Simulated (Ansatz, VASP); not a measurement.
**AlSn: VASP beside Ansatz**

File POSCAR:

```
AlSn
1.0
    4.2533501828      0.0000000000      0.0000000000
   -2.1266750913      3.6835093094      0.0000000000
    0.0000000000      0.0000000000      3.3503631350
Sn Al
1 1
Direct
    0.3333333333      0.6666666667      0.5000000000
    0.0000000000      0.0000000000      0.0000000000
```

The input INCAR.step1:

```
SYSTEM = AlSn
PREC = Accurate
ENCUT = 520
EDIFF = 1E-5
ISMEAR = -1
SIGMA = 0.05
LREAL = .False.
LASPH = .True.
NELM = 100
ALGO = Normal
ISIF = 2
LWAVE = .True.
GGA = PE
NBANDS = 16
```

File INCAR.step2:

```
SYSTEM = AlSn
PREC = Accurate
ENCUT = 520
EDIFF = 1E-7
ISMEAR = -1
SIGMA = 0.05
LREAL = .False.
LASPH = .True.
NELM = 100
ALGO = Normal
ISIF = 2
LWAVE = .False.
LCHARG = .True.
GGA = PE
LHFCALC = .True.
AEXX = 0.25
PRECFOCK = Normal
LELF = .True.
LVHAR = .True.
ISTART = 1
NBANDS = 16
```

The input KPOINTS:

```
Automatic mesh
0
Gamma
  4 4 6
  0 0 0
```

The input input:

```
crystal:
  lattice:
    - [4.2533501828, 0.0, 0.0]
    - [-2.1266750913, 3.6835093094, 0.0]
    - [0.0, 0.0, 3.350363135]
  atoms:
    - { symbol: Sn, position: [0.3333333333, 0.6666666667, 0.5] }
    - { symbol: Al, position: [0.0, 0.0, 0.0] }
hamiltonian:
  xc: pbe0
  pseudopotentials: { kind: paw }
kpoints:
  mp_grid: { grid: [4, 4, 6] }
scf:
  occupations: { method: fermi_dirac, width: 0.05 }
output:
  forces: true
  stress: true
  eigenvalues: true
```

Alike in both runs: task single point; functional PBE0; k mesh 4 × 4 × 6; occupations fermi-dirac, width 0.05 eV; no spin polarisation.

|  | VASP | Ansatz |
| --- | --- | --- |
| version | VASP 6.6.1 | Ansatz 0.2.0 |
| potentials or method | VASP PAW PBE potentials, release 64 (Sn_d, Al) | Ansatz PAW |
| plane-wave cutoff (eV) | 520 | 420 |
| valence electrons in the cell | 17 | 17 |

|  | VASP | Ansatz | Ansatz less VASP |
| --- | --- | --- | --- |
| gap on the k mesh at the Fermi level (eV) | none | none | - |
| pressure (GPa) | -3.0 | -3.1 | -0.09 |
| traceless stress, the component that is largest in VASP (GPa) | 4.50 | 3.77 | -0.726 |

A gap of «none» marks a metal or a gap that the smearing closes. The functional is the same, so the differences come from potentials, cutoffs and numerics.

The k mesh is coarse, so the values compare programs but aren't converged.
